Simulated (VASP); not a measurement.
# SnSe2 (Cm) in VASP: a series of runs

The runs below take SnSe2 through single point, with r2SCAN.

All numbers are computed with VASP 6.6.1; they aren't measurements. Logs are shortened: lines on timing, memory, paths and dates and some standing lists are left out, and cuts for length are marked.

### 1 The cell of the first run

The structure is monoclinic, space group Cm (No. 8). Conventional cell: a = 6.601 Å, b = 3.811 Å, c = 6.137 Å, α = 90.00°, β = 90.00°, γ = 90.00°. Sn (site symmetry m) has 6 Se at 2.61 to 2.75 Å within 3.4 Å. Se (site symmetry m) has 3 Sn at 2.65 to 2.75 Å within 3.5 Å. Se (site symmetry m) has 3 Sn at 2.61 to 2.72 Å within 3.4 Å.

### 2 Single point, r2SCAN (all Se atoms moved +0.087 Å, as atom 2 along Cartesian [0 1 0])

Contents of POSCAR:

```
SnSe2
1.0
    3.8109987816      0.0000000000      0.0000000000
   -1.9054993908      3.3004217586      0.0000000000
    0.0000000000      0.0000000000      6.1370000000
Sn Se
1 2
Direct
    0.0000000000      0.0000000000      0.0000000000
    0.3465892149      0.6931784298      0.2500000000
    0.6799225482      0.3598450965      0.7500000000
```

Contents of INCAR.step1:

```
PREC = Accurate ; ENCUT = 520
ISMEAR = 0 ; SIGMA = 0.05
LREAL = F ; LASPH = T
NELM = 60 ; NBANDS = 20
GGA = PE ; ALGO = Normal
EDIFF = 1E-4 ; LWAVE = T
LCHARG = F
```

Contents of INCAR.step2:

```
PREC = Accurate ; ENCUT = 520
EDIFF = 1E-6 ; ISMEAR = 0
SIGMA = 0.05 ; LREAL = F
LASPH = T ; NELM = 60
ALGO = Normal ; ISIF = 2
LWAVE = F ; LCHARG = F
METAGGA = R2SCAN ; LMIXTAU = T
NBANDS = 20 ; ISTART = 1
```

Contents of KPOINTS:

```
Automatic mesh
0
Gamma
  12 12 6
```

Potentials or basis: VASP PAW PBE potentials, release 64 (Sn_d, Se).

Launch:

```
cat potpaw_PBE.64/Sn_d/POTCAR potpaw_PBE.64/Se/POTCAR > POTCAR
cp INCAR.step1 INCAR
mpirun -np 1 vasp_std > vasp.out
cp INCAR.step2 INCAR
mpirun -np 1 vasp_std > vasp.out
```

OUTCAR:

```text
PREC = Accurate
   ENCUT = 520
   EDIFF = 1E-6
   ISMEAR = 0
   LREAL = F
   LASPH = T
   NELM = 60
   ISIF = 2
   METAGGA = R2SCAN
   ISTART = 1

 ion  position               nearest neighbor table
   1  0.000  0.000  0.000-   3 2.61   2 2.65   2 2.65   3 2.72   3 2.72   2 2.75
   2  0.347  0.693  0.250-   1 2.65   1 2.65   1 2.75
   3  0.680  0.360  0.750-   1 2.61   1 2.72   1 2.72

  LATTYP: Found a hexagonal cell.
 ALAT       =     3.8109987816
 C/A-ratio  =     1.6103390087

  Lattice vectors:

 A1 = (   3.8109987816,   0.0000000000,   0.0000000000)
 A2 = (  -1.9054993908,   3.3004217586,   0.0000000000)
 A3 = (   0.0000000000,   0.0000000000,   6.1370000000)

Analysis of symmetry for initial positions (statically):
=====================================================================
 Subroutine PRICEL returns:
 Original cell was already a primitive cell.

 Routine SETGRP: Setting up the symmetry group for a
 hexagonal supercell.

 Subroutine GETGRP returns: Found  2 space group operations
 (whereof  2 operations were pure point group operations)
 out of a pool of 24 trial point group operations.

The static configuration has the point symmetry C_1h.

Analysis of symmetry for dynamics (positions and initial velocities):
=====================================================================
 Subroutine PRICEL returns:
 Original cell was already a primitive cell.

 Routine SETGRP: Setting up the symmetry group for a
 hexagonal supercell.

 Subroutine GETGRP returns: Found  2 space group operations
 (whereof  2 operations were pure point group operations)
 out of a pool of 24 trial point group operations.

The dynamic configuration has the point symmetry C_1h.

 Subroutine INISYM returns: Found  2 space group operations
 (whereof  2 operations are pure point group operations),
 and found     1 'primitive' translations

----------------------------------------------------------------------------------------

                                     Primitive cell

  volume of cell :      77.1906

  direct lattice vectors                    reciprocal lattice vectors
     3.810998782  0.000000000  0.000000000     0.262398405  0.151495789  0.000000000
    -1.905499391  3.300421759  0.000000000     0.000000000  0.302991579  0.000000000
     0.000000000  0.000000000  6.137000000     0.000000000  0.000000000  0.162946065

  length of vectors
     3.810998782  3.810998782  6.137000000     0.302991579  0.302991579  0.162946065

  position of ions in fractional coordinates (direct lattice)
     0.000000000  0.000000000  0.000000000
     0.346589215  0.693178430  0.250000000
     0.679922548  0.359845097  0.750000000

  ion indices of the primitive-cell ions
   primitive index   ion index
                 1           1
                 2           2
                 3           3

----------------------------------------------------------------------------------------

 KPOINTS: Automatic mesh

Automatic generation of k-mesh.
 Grid dimensions read from file:
 generate k-points for:   12   12    6

 Generating k-lattice:

  Cartesian coordinates                     Fractional coordinates (reciprocal lattice)
     0.021866534  0.012624649  0.000000000     0.083333333 -0.000000000  0.000000000
     0.000000000  0.025249298  0.000000000     0.000000000  0.083333333  0.000000000
     0.000000000  0.000000000  0.027157677     0.000000000  0.000000000  0.166666667

  Length of vectors
     0.025249298  0.025249298  0.027157677

  Shift w.r.t. Gamma in fractional coordinates (k-lattice)
     0.000000000  0.000000000  0.000000000

 Subroutine IBZKPT returns following result:
 ===========================================

 Found    242 irreducible k-points:

 Following reciprocal coordinates:
            Coordinates               Weight
  0.000000  0.000000  0.000000      1.000000
  0.083333  0.000000  0.000000      4.000000
  0.000000  0.083333  0.000000      2.000000
  0.166667  0.000000  0.000000      4.000000
  0.000000  0.166667  0.000000      2.000000
  0.250000 -0.000000  0.000000      4.000000
[... 16 lines left out ...]
 -0.083333  0.416667  0.000000      4.000000
 -0.416667  0.333333  0.000000      4.000000
 [... further k-points ...]
   k-points           NKPTS =    242   k-points in BZ     NKDIM =    242   number of bands    NBANDS=     20
   number of dos      NEDOS =    301   number of ions     NIONS =      3
   total plane-waves  NPLWV =  37632
   dimension x,y,z NGX =    28 NGY =   28 NGZ =   48
   dimension x,y,z NGXF=    56 NGYF=   56 NGZF=   96
   ions per type =               1   2
   NGX,Y,Z   is equivalent  to a cutoff of  12.21, 12.21, 13.00 a.u.
   NGXF,Y,Z  is equivalent  to a cutoff of  24.43, 24.43, 26.01 a.u.
 SYSTEM =  unknown system
   PREC   = accura    normal or accurate (medium, high low for compatibility)
   ISTART =      1    job   : 0-new  1-cont  2-samecut
   ICHARG =      0    charge: 1-file 2-atom 10-const
   ISPIN  =      1    spin polarized calculation?
   LNONCOLLINEAR =      F non collinear calculations
   LSORBIT =      F    spin-orbit coupling
   LASPH  =      T    aspherical Exc in radial PAW
   ENCUT  =  520.0 eV  38.22 Ry    6.18 a.u.   7.09  7.09 11.41*2*pi/ulx,y,z
   NELM   =     60;   NELMIN=  2; NELMDL=  0     # of ELM steps
   EDIFF  = 0.1E-05   stopping-criterion for ELM
   LREAL  =      F    real-space projection
   EDIFFG = 0.1E-04   stopping-criterion for IOM
   NSW    =      0    number of steps for IOM
   IBRION =     -1    ionic relax: 0-MD 1-quasi-New 2-CG
   NFREE  =      0    steps in history (QN), initial steepest desc. (CG)
   ISIF   =      2    stress and relaxation
   ISYM   =      2    0-nonsym 1-usesym 2-fastsym
   POTIM  = 0.5000    time-step for ionic-motion
   TEBEG  =    0.0;   TEEND  =   0.0 temperature during run
   PSTRESS=    0.0 pullay stress
   NELECT =      26.0000    total number of electrons
   NUPDOWN=      -1.0000    fix difference up-down
   EMIN   =  10.00;   EMAX   =-10.00  energy-range for DOS
   EFERMI =   0.00;   METHOD = LEGACY
   ISMEAR =     0;   SIGMA  =   0.05  broadening in eV -4-tet -1-fermi 0-gaus
   EFERMI_NEDOS =   21; number of points for ismear=-14 and -15
   IALGO  =     38    algorithm
   IMIX   =      4    mixing-type and parameters
     AMIX     =   0.40;   BMIX     =  1.00
     AMIX_MAG =   1.60;   BMIX_MAG =  1.00
  volume/ion in A,a.u.               =      25.73       173.64
  Fermi-wavevector in a.u.,A,eV,Ry     =   1.139054  2.152501 17.652812  1.297445
  Thomas-Fermi vector in A             =   2.275758
   LORBIT       =      0    0 simple, 1 ext, 2 COOP (PROOUT), +10 PAW based schemes
   METAGGA = R2SCAN    functional components
   LHFCALC =     F    Hartree Fock is set to
   AEXX    =    0.0000 exact exchange contribution
   IVDW    =     0    specifies the selected vdW correction
   LEPSILON=     F    determine dielectric tensor
   LRPA    =     F    only Hartree local field effects (RPA)
 non-spin polarized calculation
 Gauss-broadening in eV      SIGMA  =   0.05
  energy-cutoff  :      520.00
  volume of cell :       77.19
 maximum number of plane-waves:      2109
   NGX = 15   NGY = 15   NGZ = 23

 number of electron      26.0000005 magnetization

 Free energy of the ion-electron system (eV)
  ---------------------------------------------------
  ext. energy  EPLUGINS =         0.00000000
  ---------------------------------------------------
  free energy    TOTEN  =       -54.56674799 eV

  energy without entropy =      -54.56674799  energy(sigma->0) =      -54.56674799

 E-fermi :   4.1935     XC(G=0): -10.0099

 val. band max:        3.9107258355   @ k =  -0.1667   0.0833   0.0000
 cond. band min:       4.9125928951   @ k =  -0.4167   0.0000   0.3333
 fundamental gap:      1.0018670596
 Fermi energy:         4.1934659228

 k-point     1 :       0.0000    0.0000    0.0000
  band No.  band energies     occupation
      1     -18.0503      2.00000
      2     -18.0473      2.00000
      3     -17.9868      2.00000
      4     -17.9766      2.00000
      5     -17.9753      2.00000
      6     -10.6195      2.00000
[... 12 lines left out ...]
     19      13.3964      0.00000
     20      13.4077      0.00000

 k-point     2 :       0.0833    0.0000    0.0000
  band No.  band energies     occupation
      1     -18.0530      2.00000
      2     -18.0465      2.00000
      3     -17.9848      2.00000
      4     -17.9772      2.00000
      5     -17.9753      2.00000
      6     -10.5469      2.00000
[... 12 lines left out ...]
     19      12.8942      0.00000
     20      13.5062      0.00000

 k-point     3 :       0.0000    0.0833    0.0000
  band No.  band energies     occupation
      1     -18.0545      2.00000
      2     -18.0449      2.00000
      3     -17.9847      2.00000
      4     -17.9781      2.00000
      5     -17.9745      2.00000
      6     -10.5470      2.00000
[... 12 lines left out ...]
     19      12.9076      0.00000
     20      13.5021      0.00000

 k-point     4 :       0.1667    0.0000    0.0000
  band No.  band energies     occupation
      1     -18.0646      2.00000
      2     -18.0412      2.00000
      3     -17.9834      2.00000
      4     -17.9762      2.00000
      5     -17.9727      2.00000
      6     -10.3335      2.00000
[... 12 lines left out ...]
     19      12.7362      0.00000
     20      13.6784      0.00000

 k-point     5 :       0.0000    0.1667    0.0000
  band No.  band energies     occupation
      1     -18.0664      2.00000
      2     -18.0393      2.00000
      3     -17.9834      2.00000
      4     -17.9771      2.00000
      5     -17.9718      2.00000
      6     -10.3342      2.00000
[... 12 lines left out ...]
     19      12.7368      0.00000
     20      13.6906      0.00000
[... 353 lines left out ...]
      6      -9.7414      2.00000
[... 12 lines left out ...]
     19      12.4187      0.00000
     20      14.4337      0.00000

 k-point    22 :       0.3333    0.0833    0.0000
  band No.  band energies     occupation
      1     -18.1039      2.00000
      2     -18.0338      2.00000
      3     -17.9929      2.00000
      4     -17.9597      2.00000
      5     -17.9518      2.00000
      6      -9.3018      2.00000
[... 12 lines left out ...]
     19      13.3720      0.00000
     20      14.6553      0.00000

 k-point    23 :      -0.0833    0.4167    0.0000
  band No.  band energies     occupation
      1     -18.1057      2.00000
      2     -18.0318      2.00000
      3     -17.9932      2.00000
      4     -17.9598      2.00000
      5     -17.9516      2.00000
      6      -9.3062      2.00000
[... 12 lines left out ...]
     19      13.3695      0.00000
     20      14.6628      0.00000

 k-point    24 :      -0.4167    0.3333    0.0000
  band No.  band energies     occupation
      1     -18.1035      2.00000
      2     -18.0343      2.00000
      3     -17.9929      2.00000
      4     -17.9604      2.00000
      5     -17.9511      2.00000
      6      -9.3009      2.00000
[... 12 lines left out ...]
     19      13.3712      0.00000
     20      14.6543      0.00000

 [... further k-points ...]

------------------------ aborting loop because EDIFF is reached ----------------------------------------

  FORCE on cell =-STRESS in cart. coord.  units (eV):
  Direction    XX          YY          ZZ          XY          YZ          ZX
  --------------------------------------------------------------------------------------
  -------------------------------------------------------------------------------------
  Total        1.4512125      1.5453457      2.1706190      0.0000000      0.1223998      0.0000000
  in kB       30.1215424     32.0753826     45.0536311      0.0000000      2.5405448      0.0000000
  external PRESSURE =      35.7501854 kB  Pullay stress =       0.0000000 kB

 VOLUME and BASIS-vectors are now :
 -----------------------------------------------------------------------------
  energy-cutoff  :      520.00
  volume of cell :       77.19
      direct lattice vectors                 reciprocal lattice vectors
     3.810998782  0.000000000  0.000000000     0.262398405  0.151495789  0.000000000
    -1.905499391  3.300421759  0.000000000     0.000000000  0.302991579  0.000000000
     0.000000000  0.000000000  6.137000000     0.000000000  0.000000000  0.162946065

 POSITION                                       TOTAL-FORCE (eV/Angst)
 -----------------------------------------------------------------------------------
      0.00000      0.00000      0.00000        -0.000000      0.572027      0.006689
      0.00000      2.28778      1.53425         0.000000     -0.246992      0.500704
      1.90550      1.18764      4.60275        -0.000000     -0.325035     -0.507394
 -----------------------------------------------------------------------------------
    total drift:                               -0.000008     -0.000206      0.000044

  FREE ENERGIE OF THE ION-ELECTRON SYSTEM (eV)
  ---------------------------------------------------
  free  energy   TOTEN  =       -54.5667479891 eV

  energy  without entropy=      -54.5667479891  energy(sigma->0) =      -54.56674799
```

Wall time 36 min (1 thread of Oxide Virtual Turin-like, shared host); peak memory 0.43 GiB.

Results:

```
Free energy            : -54.5667 eV
Pressure               : 3.6 GPa
Largest force          : 0.603 eV/Å
Band gap on the k mesh : 1.00 eV (least direct gap 1.52 eV)
```

Forces in eV/Å, atoms in the order of the input:
```
Sn   0.000  0.572  0.007
Se   0.000 -0.247  0.501
Se   0.000 -0.325 -0.507
```

Caveat: the cell differs from its parent crystal (all Se atoms moved +0.087 Å, as atom 2 along Cartesian [0 1 0]); the cell stands under pressure; the PAW data sets were made with another functional, which shifts forces and pressure a little; spin-orbit coupling is left out, which moves the levels of the heavy elements. A k mesh can miss the band edges.

(Continued in part 2 of 2.)
